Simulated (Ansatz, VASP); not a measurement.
# One calculation of SnO, two programs

Contents of INCAR:

```
ALGO = Normal ; EDIFF = 1E-6
ENCUT = 520 ; GGA = PS
ISIF = 2 ; ISMEAR = 0
LASPH = T ; LCHARG = F
LREAL = F ; LWAVE = F
NBANDS = 28 ; NELM = 60
PREC = Accurate ; SIGMA = 0.1
```

File KPOINTS:

```
k-points
0
Gamma
  12 12 10
```

The input POSCAR:

```
SnO
1.0
    3.9005098200      0.0000000000      0.0000000000
    0.0000000000      3.9005098200      0.0000000000
    0.0000000000      0.0000000000      4.8887607600
Sn O
2 2
Direct
    0.0000000000      0.5000000000      0.2092565434
    0.5000000000      0.0000000000      0.7907434566
    0.0000000000      0.0000000000      0.0000000000
    0.5000000000      0.5000000000      0.0000000000
```

Input for Ansatz:

```yaml
crystal:
  lattice:
    - [3.90050982, 0.0, 0.0]
    - [0.0, 3.90050982, 0.0]
    - [0.0, 0.0, 4.88876076]
  atoms:
    - { symbol: Sn, position: [0.0, 0.5, 0.2092565434] }
    - { symbol: Sn, position: [0.5, 0.0, 0.7907434566] }
    - { symbol: O, position: [0.0, 0.0, 0.0] }
    - { symbol: O, position: [0.5, 0.5, 0.0] }
basis:
  ecutwfc: 420
kpoints:
  mp_grid: { grid: [12, 12, 10] }
hamiltonian:
  xc: pbesol
scf:
  occupations: { method: gaussian, width: 0.1 }
output:
  forces: true
  stress: true
  eigenvalues: true
```

Alike in both runs: task single point; functional PBEsol; k mesh 12 × 12 × 10; occupations gaussian, width 0.1 eV; no spin polarisation.

|  | VASP | Ansatz |
| --- | --- | --- |
| version | VASP 6.6.1 | Ansatz 0.2.0 |
| potentials or method | VASP PAW PBE potentials, release 64 (Sn_d, O), cutoff 520 eV | scalar-relativistic, plane waves, PAW |
| valence electrons in the cell | 40 | 40 |

```tsv
	VASP	Ansatz	Ansatz less VASP
gap on the k mesh at the Fermi level (eV)	0.94	0.99	+0.050
least direct gap on the mesh (eV)	1.61	1.65	+0.040
pressure (GPa)	3.2	2.9	-0.30
traceless stress, the component that is largest in VASP (GPa)	2.40	2.48	+0.082
rms of the force components (eV/Å)	0.753	0.715	-0.0383
```

VASP's potentials were made for PBE, not for PBEsol. Atom by atom the forces differ by 0.038 eV/Å (rms over components). The functional is the same, so the differences come from potentials, cutoffs and numerics.
